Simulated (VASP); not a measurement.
Input of a VASP 6.6.1 run:

The input INCAR:

```
  PREC = Accurate
  ENCUT = 520
  EDIFF = 1E-6
  ISMEAR = 0
  SIGMA = 0.05
  LREAL = False
  LASPH = True
  NELM = 100
  ALGO = Normal
  ISIF = 2
  LWAVE = False
  LCHARG = False
  GGA = PE
  IVDW = 12
  NBANDS = 35
```

Contents of KPOINTS:

```
regular mesh
0
Gamma
  12 12 4
```

File POSCAR:

```
MoS2
1.0
    3.2123000000      0.0000000000      0.0000000000
   -1.6061500000      2.7819334046      0.0000000000
    0.0000000000      0.0000000000     13.1844000000
Mo S
2 4
Direct
    0.6666666667      0.3333333333      0.2501439769
    0.3333333333      0.6666666667      0.7498560231
    0.3333333333      0.6666666667      0.3795985159
    0.6666666667      0.3333333333      0.8793132861
    0.3333333333      0.6666666667      0.1206867139
    0.6666666667      0.3333333333      0.6204014841
```

Potentials or basis: VASP PAW PBE potentials, release 64 (Mo_sv, S).

Launch:

```bash
$ cat potpaw_PBE.64/Mo_sv/POTCAR potpaw_PBE.64/S/POTCAR > POTCAR
$ mpirun -np 1 vasp_std > vasp.out
```

Q: Estimate the band gap on the k mesh.

A: 1.04 eV, indirect (least direct gap 1.70 eV).

Q: Estimate the pressure.

A: -15.4 GPa.

Forces in eV/Å, atoms in the order of the input:
```
Mo   0.000  0.000 -0.001
Mo   0.000  0.000  0.001
S    0.000  0.000 -2.350
S    0.000  0.000 -2.350
S    0.000  0.000  2.350
S    0.000  0.000  2.350
```

Caveat: forces of over 1 eV/Å act on the atoms, so gaps and moduli don't describe the material at rest. As with any semilocal functional, this PBE gap is likely too small.
